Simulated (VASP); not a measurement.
A run of VASP 6.6.1 is set up as follows.

Contents of INCAR:

```
SYSTEM = W3S
  PREC = Accurate
  ENCUT = 520
  EDIFF = 1E-7
  ISMEAR = 0
  SIGMA = 0.1
  LREAL = .False.
  LASPH = .True.
  NELM = 60
  ALGO = Normal
  ISIF = 2
  LWAVE = .False.
  LCHARG = .True.
  LDIPOL = .True.
  IDIPOL = 3
  DIPOL = 0.5 0.5 0.362
  GGA = PE
  LELF = .True.
  LVHAR = .True.
  LVACPOTAV = .True.
  NBANDS = 32
```

File KPOINTS:

```
Automatic mesh
0
Gamma
  10 10 1
  0 0 0
```

POSCAR

```
W3S
1.0
    2.7571643582      0.0000000000      0.0000000000
   -0.9190547861      2.5994794860      0.0000000000
    0.0000000000      0.0000000000     19.8562161274
W S
3 1
Direct
    0.5000000000      0.5000000000      0.2014482505
    0.0000000000      0.0000000000      0.3111437109
    0.5000000000      0.5000000000      0.4208362799
    0.6666666667      1.0000000000      0.5141739005
```

Potentials or basis: VASP PAW PBE potentials, release 64 (W_sv, S).

The run is started by

```bash
$ cat potpaw_PBE.64/W_sv/POTCAR potpaw_PBE.64/S/POTCAR > POTCAR
$ mpirun -np 1 vasp_std > vasp.out
```

Task: What does it give for the band gap on the k mesh?

Result: Zero (bands 24 and 25 overlap by 1.35 eV).

Task: Estimate the largest force.

Result: 1.450 eV/Å.

Forces in eV/Å, atoms in the order of the input:
```
W    0.051  0.091  0.024
W   -0.279 -0.306 -0.901
W    0.086 -1.154  0.873
S    0.142  1.370  0.004
```

Caveat: spin-orbit coupling is left out, which moves the levels of the heavy elements.
